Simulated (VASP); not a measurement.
Input of a VASP 6.6.1 run:

Contents of INCAR:

```
  PREC = Accurate
  ENCUT = 520
  EDIFF = 1E-6
  ISMEAR = -1
  SIGMA = 0.05
  LREAL = F
  LASPH = T
  NELM = 80
  ALGO = Normal
  ISIF = 2
  LWAVE = F
  LCHARG = F
  GGA = CA
  NBANDS = 32
```

Contents of KPOINTS:

```
regular mesh
0
Gamma
  6 6 6
```

The input POSCAR:

```
Zn3In
1.0
   -2.1098650000      2.1098650000      4.0947720000
    2.1098650000     -2.1098650000      4.0947720000
    2.1098650000      2.1098650000     -4.0947720000
Zn In
3 1
Direct
    0.7500000000      0.2500000000      0.5000000000
    0.2500000000      0.7500000000      0.5000000000
    0.5000000000      0.5000000000      0.0000000000
    0.0000000000      0.0000000000      0.0000000000
```

Potentials or basis: VASP PAW LDA potentials, release 64 (Zn, In_d).

Run with:

```sh
$ cat potpaw_LDA.64/Zn/POTCAR potpaw_LDA.64/In_d/POTCAR > POTCAR
$ mpirun -np 1 vasp_std > vasp.out
```

Question: Predict the pressure.

Answer: -7.1 GPa.

Question: What does it give for the band gap on the k mesh?

Answer: Zero (an odd number of electrons rules out a gap without spin polarisation).

Stress tensor (GPa, compression positive):
```
-8.62  0.00  0.00
 0.00 -8.62  0.00
 0.00  0.00 -4.03
```

Caveat: the cell stands under tension; spin-orbit coupling is left out, which moves the levels of the heavy elements.
